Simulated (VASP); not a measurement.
A run of VASP 6.6.1:

The input INCAR:

```
SYSTEM = LaRu2
PREC = Accurate ; ENCUT = 600
EDIFF = 1E-6 ; ISMEAR = -1
SIGMA = 0.05 ; LREAL = .FALSE.
LASPH = .TRUE. ; NELM = 100
ALGO = Normal ; ISIF = 3
LWAVE = .FALSE. ; LCHARG = .FALSE.
GGA = PS ; IBRION = 2
NSW = 80 ; EDIFFG = -0.02
```

The input KPOINTS:

```
Automatic mesh
0
G
  5 5 5
  0 0 0
```

File POSCAR:

```
LaRu2
1.0
    0.0000000000      3.8550000000      3.8550000000
    3.8550000000      0.0000000000      3.8550000000
    3.8550000000      3.8550000000      0.0000000000
La Ru
2 4
Direct
    0.0000000000      0.0000000000      0.0000000000
    0.2500000000      0.2500000000      0.2500000000
    0.6250000000      0.6250000000      0.6250000000
    0.1250000000      0.6250000000      0.6250000000
    0.6250000000      0.6250000000      0.1250000000
    0.6250000000      0.1250000000      0.6250000000
```

Potentials or basis: VASP PAW PBE potentials, release 64 (La, Ru_pv).

Run with:

```sh
$ cat potpaw_PBE.64/La/POTCAR potpaw_PBE.64/Ru_pv/POTCAR > POTCAR
$ mpirun -np 1 vasp_std > vasp.out
```

Hardware: 1 thread of Intel(R) Xeon(R) 6975P-C (Granite Rapids) (shared host).

Q: Estimate the wall time of this run.

A: Run time: 3.1 min on 1 thread of Intel(R) Xeon(R) 6975P-C (Granite Rapids) (shared host), peak memory 0.36 GiB. Counts: scf iterations 44, k points 10, ion steps 3.
